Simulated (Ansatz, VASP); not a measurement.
**One calculation of MnO, two programs**

INCAR

```
SYSTEM = MnO
PREC     = Accurate       ! precision mode
ENCUT    = 600            ! plane-wave cutoff, eV
EDIFF    = 1E-6           ! SCF threshold, eV
ISMEAR   = 0              ! smearing method
SIGMA    = 0.2            ! smearing width, eV
LREAL    = .FALSE.        ! projectors in reciprocal space
LASPH    = .TRUE.         ! aspherical terms in the spheres
NELM     = 200            ! most SCF steps
ALGO     = Normal         ! electronic algorithm
ISIF     = 2              ! what is computed and relaxed
LWAVE    = .FALSE.        ! write WAVECAR
LCHARG   = .FALSE.        ! write CHGCAR
ISPIN    = 2              ! spin polarisation
MAGMOM   = 5.2 0          ! initial moments
LORBIT   = 11             ! projections on sites
LMAXMIX  = 4              ! l up to which the mixer works
LDAU     = .TRUE.         ! DFT+U
LDAUTYPE = 2            
LDAUL    = 2 -1           ! shell
LDAUU    = 1.5 0          ! U, eV
LDAUJ    = 0 0          
LDAUPRINT= 1            
GGA      = PS             ! functional
NBANDS   = 20             ! bands
GGA_COMPAT= .FALSE.
```

File KPOINTS:

```
Automatic mesh
0
G
  5 5 5
  0 0 0
```

Contents of POSCAR:

```
MnO
1.0
    0.0000000000      2.2230000000      2.2230000000
    2.2230000000      0.0000000000      2.2230000000
    2.2230000000      2.2230000000      0.0000000000
Mn O
1 1
Direct
    0.0000000000      0.0000000000      0.0000000000
    0.5000000000      0.5000000000      0.5000000000
```

Input for Ansatz:

```yaml
crystal:
  lattice:
    - [0.0, 2.223, 2.223]
    - [2.223, 0.0, 2.223]
    - [2.223, 2.223, 0.0]
  atoms:
    - { symbol: Mn, position: [0.0, 0.0, 0.0], spin: 5.2 }
    - { symbol: O, position: [0.5, 0.5, 0.5], spin: 0.0 }
accuracy: medium
kpoints:
  mp_grid:
    grid: [5, 5, 5]
hamiltonian:
  xc: pbesol
  hubbard:
    - { species: Mn, l: d, u_eff: 1.5 }
magnetization:
  spin_polarized: true
scf:
  max_iter: 80
  self_checks: low
  convergence:
    dr2_threshold: 1.0e-07
  occupations:
    method: gaussian
    width: 0.2
output:
  eigenvalues: true
```

Alike in both runs: task single point; functional PBEsol; k mesh 5 × 5 × 5; occupations gaussian, width 0.2 eV; collinear spin; Hubbard terms Mn d U = 1.5 eV.

|  | VASP | Ansatz |
| --- | --- | --- |
| version | VASP 6.6.1 | Ansatz 0.2.0 |
| potentials or method | VASP PAW PBE potentials, release 64 (Mn_pv, O) | plane waves, PAW |
| plane-wave cutoff (eV) | 600 | 420 |
| valence electrons in the cell | 19 | 21 |

Ansatz gave:

```
gap on the k mesh at the Fermi level (eV)                     : none
net moment per atom (μB)                                      : 2.49
size of the moment on the site where the two differ most (μB) : 4.20
```

Question: Estimate VASP's values.

Answer: gap on the k mesh at the Fermi level (eV): none; net moment per atom (μB): 2.48; size of the moment on the site where the two differ most (μB): 4.50.

VASP's potentials were made for PBE, not for PBEsol. Site moments also hang on the region over which each program counts them. The programs project onto different local orbitals, so the same U acts differently, and such runs can settle in different states. A gap of «none» marks a metal or a gap that the smearing closes. VASP's potentials hold 19 valence electrons a cell and Ansatz's 21, so a difference there can come from the potentials and not from the codes. Ansatz's warnings: filled band counts differ across k points, given moment on shells.

The k mesh is coarse, so the values compare programs but aren't converged.
